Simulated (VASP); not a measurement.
The system is BaF2.

```
Ba F
1.0
     0.00000    3.09716    3.09716
     3.09716    0.00000    3.09716
     3.09716    3.09716    0.00000
Ba F
1 2
Direct
  0.00000 0.00000 0.00000
  0.25000 0.25000 0.25000
  0.75000 0.75000 0.75000
```

Base run:

* Program: VASP 6.6.1
* Functional: PBE
* Potentials or basis: VASP PAW PBE potentials, release 64 (Ba_sv, F)
* Cutoff: 600 eV
* k mesh: 8 × 8 × 8
* Occupations: gaussian, width 0.01 eV
* Spin: no spin polarisation

Its results: band gap on the k mesh 6.78 eV (least direct gap 6.86 eV); pressure 2.5 GPa.

Q: The run is repeated on the same cell with these changes: functional from PBE to r2SCAN; cutoff from 600 eV to 660 eV; k mesh from 8 × 8 × 8 to 6 × 6 × 6. What comes out?

A: Band gap on the k mesh 7.36 eV (least direct gap 7.43 eV); pressure 0.9 GPa.

Several settings changed at once.

Caveats: spin-orbit coupling is left out, which moves the levels of the heavy elements; the PAW data sets were made with another functional, which shifts forces and pressure a little (at least some runs).

A k mesh can miss the band edges.
